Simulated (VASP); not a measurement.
# MoS2 (kl) (P6_3/mmc) in VASP: further runs

The runs below take MoS2 (kl) through single point, relaxation of cell and atoms, with LDA.

All numbers are computed with VASP 6.6.1; they aren't measurements. Logs are shortened: lines on timing, memory, paths and dates and some standing lists are left out, and cuts for length are marked.

## (1) The cell of the first run

The structure is hexagonal, space group P6_3/mmc (No. 194). Conventional cell: a = 3.122 Å, b = 3.122 Å, c = 12.083 Å, α = 90.00°, β = 90.00°, γ = 120.00°. Mo (site symmetry -6m2) has 6 S at 2.38 Å within 3.1 Å. Within 3.1 Å of S (site symmetry 3m) lie 3 Mo at 2.38 Å.

## (2) Single point, LDA

The input, INCAR:

```
SYSTEM = MoS2
ALGO     = Normal         ! electronic algorithm
EDIFF    = 1E-6           ! SCF threshold, eV
ENCUT    = 520            ! plane-wave cutoff, eV
ISIF     = 2              ! what is computed and relaxed
ISMEAR   = 0              ! smearing method
LASPH    = .True.         ! aspherical terms in the spheres
LCHARG   = .False.        ! write CHGCAR
LREAL    = .False.        ! projectors in reciprocal space
LWAVE    = .False.        ! write WAVECAR
NBANDS   = 35             ! bands
NELM     = 100            ! most SCF steps
PREC     = Accurate       ! precision mode
SIGMA    = 0.02           ! smearing width, eV
```

The input, KPOINTS:

```
k-points
0
Gamma
  12 12 4
  0 0 0
```

The input, POSCAR:

```
MoS2
1.0
    3.1223248718      0.0000000028      0.0000000000
   -1.5611624384      2.7040126565      0.0000000000
    0.0000000000      0.0000000000     12.0825794823
Mo S
2 4
Direct
    0.6666666667      0.3333333333      0.2500000000
    0.3333333333      0.6666666667      0.7500000000
    0.6666666667      0.3333333333      0.6213693345
    0.3333333333      0.6666666667      0.3786306655
    0.6666666667      0.3333333333      0.8786306655
    0.3333333333      0.6666666667      0.1213693345
```

Potentials or basis: VASP PAW LDA potentials, release 64 (Mo_sv, S).

Run with:

```bash
> cat potpaw_LDA.64/Mo_sv/POTCAR potpaw_LDA.64/S/POTCAR > POTCAR
> mpirun -np 1 vasp_std > vasp.out
```

OUTCAR:

```text
SYSTEM = MoS2
   EDIFF = 1E-6
   ENCUT = 520
   ISIF = 2
   ISMEAR = 0
   LASPH = .True.
   LREAL = .False.
   NELM = 100
   PREC = Accurate

 ion  position               nearest neighbor table
   1  0.667  0.333  0.250-   4 2.38   6 2.38   4 2.38   6 2.38   4 2.38   6 2.38
   2  0.333  0.667  0.750-   3 2.38   5 2.38   3 2.38   5 2.38   3 2.38   5 2.38
   3  0.667  0.333  0.621-   2 2.38   2 2.38   2 2.38
   4  0.333  0.667  0.379-   1 2.38   1 2.38   1 2.38
   5  0.667  0.333  0.879-   2 2.38   2 2.38   2 2.38
   6  0.333  0.667  0.121-   1 2.38   1 2.38   1 2.38

  LATTYP: Found a hexagonal cell.
 ALAT       =     3.1223248718
 C/A-ratio  =     3.8697380889

  Lattice vectors:

 A1 = (   3.1223248718,   0.0000000028,   0.0000000000)
 A2 = (  -1.5611624384,   2.7040126565,   0.0000000000)
 A3 = (   0.0000000000,   0.0000000000,  12.0825794823)

Analysis of symmetry for initial positions (statically):
=====================================================================
 Subroutine PRICEL returns:
 Original cell was already a primitive cell.

 Routine SETGRP: Setting up the symmetry group for a
 hexagonal supercell.

 Subroutine GETGRP returns: Found 24 space group operations
 (whereof 12 operations were pure point group operations)
 out of a pool of 24 trial point group operations.

The static configuration has the point symmetry D_3d.
 The point group associated with its full space group is D_6h.

Analysis of symmetry for dynamics (positions and initial velocities):
=====================================================================
 Subroutine PRICEL returns:
 Original cell was already a primitive cell.

 Routine SETGRP: Setting up the symmetry group for a
 hexagonal supercell.

 Subroutine GETGRP returns: Found 24 space group operations
 (whereof 12 operations were pure point group operations)
 out of a pool of 24 trial point group operations.

The dynamic configuration has the point symmetry D_3d.
 The point group associated with its full space group is D_6h.

 Subroutine INISYM returns: Found 24 space group operations
 (whereof 12 operations are pure point group operations),
 and found     1 'primitive' translations

----------------------------------------------------------------------------------------

                                     Primitive cell

  volume of cell :     102.0109

  direct lattice vectors                    reciprocal lattice vectors
     3.122324872  0.000000003  0.000000000     0.320274168  0.184910377  0.000000000
    -1.561162438  2.704012656  0.000000000    -0.000000000  0.369820754  0.000000000
[... 100 lines left out ...]
   ISYM   =      2    0-nonsym 1-usesym 2-fastsym
   POTIM  = 0.5000    time-step for ionic-motion
   TEBEG  =    0.0;   TEEND  =   0.0 temperature during run
   PSTRESS=    0.0 pullay stress
   NELECT =      52.0000    total number of electrons
   NUPDOWN=      -1.0000    fix difference up-down
   EMIN   =  10.00;   EMAX   =-10.00  energy-range for DOS
   EFERMI =   0.00;   METHOD = LEGACY
   ISMEAR =     0;   SIGMA  =   0.02  broadening in eV -4-tet -1-fermi 0-gaus
   EFERMI_NEDOS =   21; number of points for ismear=-14 and -15
   IALGO  =     38    algorithm
   IMIX   =      4    mixing-type and parameters
     AMIX     =   0.40;   BMIX     =  1.00
     AMIX_MAG =   1.60;   BMIX_MAG =  1.00
  volume/ion in A,a.u.               =      17.00       114.73
  Fermi-wavevector in a.u.,A,eV,Ry     =   1.307757  2.471303 23.269077  1.710229
  Thomas-Fermi vector in A             =   2.438470
   LORBIT       =      0    0 simple, 1 ext, 2 COOP (PROOUT), +10 PAW based schemes
   GGA     = CA    functional components
   LHFCALC =     F    Hartree Fock is set to
   AEXX    =    0.0000 exact exchange contribution
   IVDW    =     0    specifies the selected vdW correction
   LEPSILON=     F    determine dielectric tensor
   LRPA    =     F    only Hartree local field effects (RPA)
 non-spin polarized calculation
 Gauss-broadening in eV      SIGMA  =   0.02
  energy-cutoff  :      520.00
  volume of cell :      102.01
 maximum number of plane-waves:      2775
 NGX is ok and might be reduce to    24
   NGX = 11   NGY = 11   NGZ = 45

 number of electron      52.0000004 magnetization

 Free energy of the ion-electron system (eV)
  ---------------------------------------------------
  ext. energy  EPLUGINS =         0.00000000
  ---------------------------------------------------
  free energy    TOTEN  =       -48.95830651 eV

  energy without entropy =      -48.95830651  energy(sigma->0) =      -48.95830651

 E-fermi :   8.2602     XC(G=0): -11.3761

 val. band max:        8.0525676897   @ k =   0.0000   0.0000   0.0000
 cond. band min:       8.7947397436   @ k =   0.1667   0.1667   0.0000
 fundamental gap:      0.7421720539
 Fermi energy:         8.2602148115

 k-point     1 :       0.0000    0.0000    0.0000
  band No.  band energies     occupation
      1     -53.1233      2.00000
      2     -53.1233      2.00000
      3     -27.5166      2.00000
      4     -27.5165      2.00000
      5     -27.2254      2.00000
      6     -27.2254      2.00000
[... 901 lines left out ...]
     34      11.7490      0.00000
     35      14.5533      0.00000

 [... further k-points ...]

------------------------ aborting loop because EDIFF is reached ----------------------------------------

  FORCE on cell =-STRESS in cart. coord.  units (eV):
  Direction    XX          YY          ZZ          XY          YZ          ZX
  --------------------------------------------------------------------------------------
  -------------------------------------------------------------------------------------
  Total        0.0792983      0.0792983      0.0369690     -0.0000000      0.0000000      0.0000000
  in kB        1.2454554      1.2454554      0.5806337     -0.0000000      0.0000000      0.0000000
  external PRESSURE =       1.0238482 kB  Pullay stress =       0.0000000 kB

 VOLUME and BASIS-vectors are now :
 -----------------------------------------------------------------------------
  energy-cutoff  :      520.00
  volume of cell :      102.01
      direct lattice vectors                 reciprocal lattice vectors
     3.122324872  0.000000003  0.000000000     0.320274168  0.184910377  0.000000000
    -1.561162438  2.704012656  0.000000000    -0.000000000  0.369820754  0.000000000
     0.000000000  0.000000000 12.082579482     0.000000000  0.000000000  0.082763784

 POSITION                                       TOTAL-FORCE (eV/Angst)
 -----------------------------------------------------------------------------------
      1.56116      0.90134      3.02064        -0.000000      0.000000      0.000000
     -0.00000      1.80268      9.06193         0.000000     -0.000000      0.000000
      1.56116      0.90134      7.50774         0.000000      0.000000     -0.015719
     -0.00000      1.80268      4.57484        -0.000000      0.000000      0.015719
      1.56116      0.90134     10.61612         0.000000     -0.000000      0.015719
     -0.00000      1.80268      1.46645        -0.000000      0.000000     -0.015719
 -----------------------------------------------------------------------------------
    total drift:                                0.000000     -0.000000      0.000000

  FREE ENERGIE OF THE ION-ELECTRON SYSTEM (eV)
  ---------------------------------------------------
  free  energy   TOTEN  =       -48.9583065059 eV

  energy  without entropy=      -48.9583065059  energy(sigma->0) =      -48.95830651
```

Run time: 75 s. Hardware: 1 thread of Intel Xeon 6975P-C (Granite Rapids), shared host; peak memory 0.28 GiB.

What came out:

* Free energy: -48.9583 eV
* Pressure: 0.1 GPa
* Largest force: 0.016 eV/Å
* Band gap on the k mesh: 0.74 eV, indirect (least direct gap 1.77 eV)

Forces on the atoms (eV/Å):
```
Mo   0.000  0.000  0.000
Mo   0.000  0.000  0.000
S    0.000  0.000 -0.016
S    0.000  0.000  0.016
S    0.000  0.000  0.016
S    0.000  0.000 -0.016
```

Levels at points of the mesh, in eV from the valence-band top:
| k point | band 23 | band 24 | band 25 | band 26 | band 27 | band 28 | band 29 | band 30 |
| --- | --- | --- | --- | --- | --- | --- | --- | --- |
| (0.00, 0.00, 0.00) | -2.20 | -1.40 | -1.15 | 0.00 | 2.14 | 2.14 | 2.18 | 2.18 |
| (0.50, 0.00, 0.00) | -1.76 | -1.53 | -1.51 | -1.39 | 1.67 | 1.72 | 2.02 | 2.37 |
| (0.00, 0.00, 0.50) | -2.23 | -2.23 | -0.29 | -0.29 | 2.15 | 2.15 | 2.15 | 2.15 |
| (0.50, 0.00, 0.50) | -1.63 | -1.63 | -1.45 | -1.45 | 1.69 | 1.69 | 2.21 | 2.21 |

A k mesh can miss the band edges. A hybrid or GW would open this gap; LDA tends to underestimate it.

## (3) Relaxation of cell and atoms, LDA

The input, INCAR:

```
SYSTEM = MoS2
PREC = Accurate
ENCUT = 600
EDIFF = 1E-6
ISMEAR = 0
SIGMA = 0.02
LREAL = .FALSE.
LASPH = .TRUE.
NELM = 100
ALGO = Normal
ISIF = 3
LWAVE = .FALSE.
LCHARG = .FALSE.
GGA = CA
IBRION = 2
NSW = 100
EDIFFG = -0.002
```

The input, KPOINTS:

```
Automatic mesh
0
G
  12 12 4
  0 0 0
```

POSCAR is that of step 2.

Potentials or basis: VASP PAW LDA potentials, release 64 (Mo_sv, S).

Run with:

```bash
> cat potpaw_LDA.64/Mo_sv/POTCAR potpaw_LDA.64/S/POTCAR > POTCAR
> mpirun -np 1 vasp_std > vasp.out
```

It took 14 min on 1 thread of Intel Xeon 6975P-C (Granite Rapids), shared host; peak memory 0.34 GiB.

The run converged. Its results:

| Quantity | Value |
| --- | --- |
| Free energy | -48.9599 eV |
| Relaxed volume | 17.01 Å³/atom |
| Relaxed cell | a = 3.123 Å, b = 3.123 Å, c = 12.077 Å, α = 90.00°, β = 90.00°, γ = 120.00° |
| Space group after relaxing (to 0.05 Å) | P6_3/mmc (No. 194) |
| Energy gained by relaxing | 0.0 meV/atom |
| Ionic steps | 28 |
| Pressure after relaxing | 0.0 GPa |
| Band gap on the k mesh | 0.74 eV, indirect (least direct gap 1.77 eV) |

Final structure:
```yaml
crystal:
  lattice:
    - [3.12349, 0.00000, 0.00000]
    - [-1.56174, 2.70502, 0.00000]
    - [0.00000, 0.00000, 12.07721]
  atoms:
    - { symbol: Mo, position: [0.66667, 0.33333, 0.25000] }
    - { symbol: Mo, position: [0.33333, 0.66667, 0.75000] }
    - { symbol: S, position: [0.66667, 0.33333, 0.62129] }
    - { symbol: S, position: [0.33333, 0.66667, 0.37871] }
    - { symbol: S, position: [0.66667, 0.33333, 0.87871] }
    - { symbol: S, position: [0.33333, 0.66667, 0.12129] }
```

Levels at points of the mesh, in eV from the valence-band top:
```
           k point  band 24  band 25  band 26  band 27  band 28  band 29
(0.00, 0.00, 0.00)    -1.40    -1.14     0.00     2.14     2.14     2.17
(0.50, 0.00, 0.00)    -1.53    -1.51    -1.39     1.66     1.72     2.02
(0.00, 0.00, 0.50)    -2.23    -0.29    -0.29     2.14     2.14     2.14
(0.50, 0.00, 0.50)    -1.64    -1.45    -1.45     1.68     1.68     2.21
```

## (4) Single point, LDA

The input, INCAR:

```
SYSTEM = MoS2
ALGO = Normal ; EDIFF = 1E-6
ENCUT = 520 ; ISIF = 2
ISMEAR = 0 ; LASPH = .True.
LCHARG = .False. ; LREAL = .False.
LWAVE = .False. ; NBANDS = 35
NELM = 100 ; PREC = Accurate
SIGMA = 0.02
```

The input, KPOINTS:

```
k-points
0
Gamma
  12 12 2
  0 0 0
```

POSCAR is that of step 3.

Run with:

```bash
> cat potpaw_LDA.64/Mo_sv/POTCAR potpaw_LDA.64/S/POTCAR > POTCAR
> mpirun -np 1 vasp_std > vasp.out
```

Wall time 52 s (1 thread of Intel Xeon 6975P-C (Granite Rapids), shared host); peak memory 0.25 GiB.

Results (log left out):

| Property | Result |
| --- | --- |
| Free energy | -48.9580 eV |
| Pressure | 0.1 GPa |
| Largest force | 0.016 eV/Å |
| Band gap on the k mesh | 0.74 eV, indirect (least direct gap 1.77 eV) |

Forces on the atoms (eV/Å):
```
Mo   0.000  0.000  0.000
Mo   0.000  0.000  0.000
S    0.000  0.000 -0.016
S    0.000  0.000  0.016
S    0.000  0.000  0.016
S    0.000  0.000 -0.016
```

Levels at points of the mesh, in eV from the valence-band top:
```tsv
k point	band 23	band 24	band 25	band 26	band 27	band 28	band 29	band 30
(0.00, 0.00, 0.00)	-2.20	-1.40	-1.15	0.00	2.14	2.14	2.18	2.18
(0.50, 0.00, 0.00)	-1.76	-1.53	-1.51	-1.39	1.67	1.72	2.02	2.37
(0.00, 0.00, 0.50)	-2.23	-2.23	-0.29	-0.29	2.15	2.15	2.15	2.15
(0.50, 0.00, 0.50)	-1.63	-1.63	-1.45	-1.45	1.69	1.69	2.21	2.21
```

## (5) Overview

```tsv
task	cell	k mesh	cutoff (eV)	gap on the mesh (eV)	pressure (GPa)	largest force (eV/Å)
single point	a = 3.122, b = 3.122, c = 12.083 Å, angles 90.0, 90.0, 120.0°, 6 atoms	12 × 12 × 4	520	0.74	0.1	0.02
relaxation of cell and atoms	relaxed from a = 3.122, b = 3.122, c = 12.083 Å, angles 90.0, 90.0, 120.0°, 6 atoms	12 × 12 × 4	600	0.74	0.0	-
single point	a = 3.122, b = 3.122, c = 12.083 Å, angles 90.0, 90.0, 120.0°, 6 atoms	12 × 12 × 2	520	0.74	0.1	0.02
```

Alike in all rows: level LDA; potentials or basis VASP PAW LDA potentials, release 64 (Mo_sv, S); no spin polarisation; smearing gaussian 0.02 eV.

Absolute energies hang on the potentials; compare differences alone.
